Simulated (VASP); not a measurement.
Input of a VASP 6.6.1 run:

The input INCAR:

```
PREC = Accurate
ENCUT = 600
EDIFF = 1E-6
ISMEAR = 0
SIGMA = 0.1
LREAL = F
LASPH = T
NELM = 60
ALGO = Normal
ISIF = 3
LWAVE = F
LCHARG = F
GGA = PE
IBRION = 2
NSW = 90
EDIFFG = -0.04
```

File KPOINTS:

```
Automatic mesh
0
Gamma
  4 4 4
```

File POSCAR:

```
HfAlO
1.0
    3.8782735800      0.0000000000      0.0000000000
    0.0000000000      3.8782735800      0.0000000000
    0.0000000000      0.0000000000      6.8257615700
Hf Al O
2 2 2
Direct
    0.5000000000      0.0000000000      0.6679999800
    0.0000000000      0.5000000000      0.3320000200
    0.0000000000      0.0000000000      0.0000000000
    0.5000000000      0.5000000000      0.0000000000
    0.5000000000      0.0000000000      0.1905000100
    0.0000000000      0.5000000000      0.8094999900
```

Potentials or basis: VASP PAW PBE potentials, release 64 (Hf_pv, Al, O).

The run is started by

```sh
$ cat potpaw_PBE.64/Hf_pv/POTCAR potpaw_PBE.64/Al/POTCAR potpaw_PBE.64/O/POTCAR > POTCAR
$ mpirun -np 1 vasp_std > vasp.out
```

Task: What does it give for the relaxed cell?

Result: a = 3.339 Å, b = 3.339 Å, c = 7.629 Å, α = 90.00°, β = 90.00°, γ = 90.00°.

Task: Estimate the relaxed volume.

Result: 14.18 Å³/atom.

Task: Estimate the space group after relaxing (to 0.1 Å).

Result: P4/nmm (No. 129).

Forces in eV/Å, atoms in the order of the input:
```
Hf   0.000  0.000  0.015
Hf   0.000  0.000 -0.015
Al   0.000  0.000  0.000
Al   0.000  0.000  0.000
O    0.000  0.000 -0.004
O    0.000  0.000  0.004
```

Caveat: the k points lie up to 0.47 Å⁻¹ apart in the final cell, too coarse for converged energies and pressures of a metal; the volume moved by over 15 % at a fixed basis, so the end points are rough.
